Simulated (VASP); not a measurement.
Runs of VASP 6.6.1 on MgS. The structure is that of space group P6_3mc (No. 186), or close to it. The cells are those of the table. 

```tsv
task	level	cell	cutoff (eV)	gap on the mesh (eV)	pressure (GPa)	relaxed volume (Å³/atom)
single point	PBEsol+D3(BJ)	a = 3.994, b = 3.994, c = 6.338 Å, angles 90.0, 90.0, 120.0°, 4 atoms	520	3.43	0.0	-
relaxation of cell and atoms	BLYP+D3(BJ)	relaxed from a = 4.035, b = 4.035, c = 6.432 Å, angles 90.0, 90.0, 120.0°, 4 atoms	600	3.83	0.0	21.78
single point	BLYP+D3(BJ)	a = 3.970, b = 3.970, c = 6.386 Å, angles 90.0, 90.0, 120.0°, 4 atoms	520	3.83	-0.1	-
relaxation of cell and atoms	PBEsol	relaxed from a = 4.035, b = 4.035, c = 6.432 Å, angles 90.0, 90.0, 120.0°, 4 atoms	600	3.30	0.0	(b)
single point	PBEsol	a = 4.030, b = 4.030, c = 6.414 Å, angles 90.0, 90.0, 120.0°, 4 atoms	520	3.30	-0.1	-
relaxation of cell and atoms	PBEsol+D3(BJ)	relaxed from a = 4.035, b = 4.035, c = 6.432 Å, angles 90.0, 90.0, 120.0°, 4 atoms	600	3.44	0.0	(a)
```

Alike in all rows: potentials or basis VASP PAW PBE potentials, release 64 (Mg, S); no spin polarisation; k mesh 5 × 5 × 3; smearing gaussian 0.01 eV.

Fill in the values left out.

(a) 21.87; (b) 22.53.

Caveats: the PAW data sets were made with another functional, which shifts forces and pressure a little.

